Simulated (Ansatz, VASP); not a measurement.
## Two plane-wave programs on Ir4Pt3

```xyz
7
Lattice="-3.0785 3.0785 3.0785 3.0785 -3.0785 3.0785 3.0785 3.0785 -3.0785" Properties=species:S:1:pos:R:3 pbc="T T T"
Ir    1.5392    1.5392    1.5392
Ir    1.5392    1.5392   -1.5392
Ir    1.5392   -1.5392    1.5392
Ir   -1.5392    1.5392    1.5392
Pt    3.0785    0.0000    0.0000
Pt    0.0000    3.0785    0.0000
Pt    0.0000    0.0000    3.0785
```

Alike in both runs: task single point; functional PBE; k mesh 4 × 4 × 4; occupations gaussian, width 0.1 eV; no spin polarisation.

|  | VASP | Ansatz |
| --- | --- | --- |
| version | VASP 6.6.1 | Ansatz 0.2.0 |
| potentials or method | VASP PAW PBE potentials, release 64 (Ir, Pt), cutoff 500 eV | scalar-relativistic, plane waves, PAW |
| valence electrons in the cell | 66 | 122 |

VASP gave:

```
gap on the k mesh at the Fermi level (eV) : none
pressure (GPa)                            : -0.4
```

**Question.** Which values does Ansatz return?

**Answer.** gap on the k mesh at the Fermi level (eV): none; pressure (GPa): -0.3.

A gap of «none» marks a metal or a gap that the smearing closes. The functional is the same, so the differences come from potentials, cutoffs and numerics. VASP's potentials hold 66 valence electrons a cell and Ansatz's 122, so a difference there can come from the potentials and not from the codes.

The k mesh is coarse, so the values compare programs but aren't converged. Neither program's run includes spin-orbit coupling.
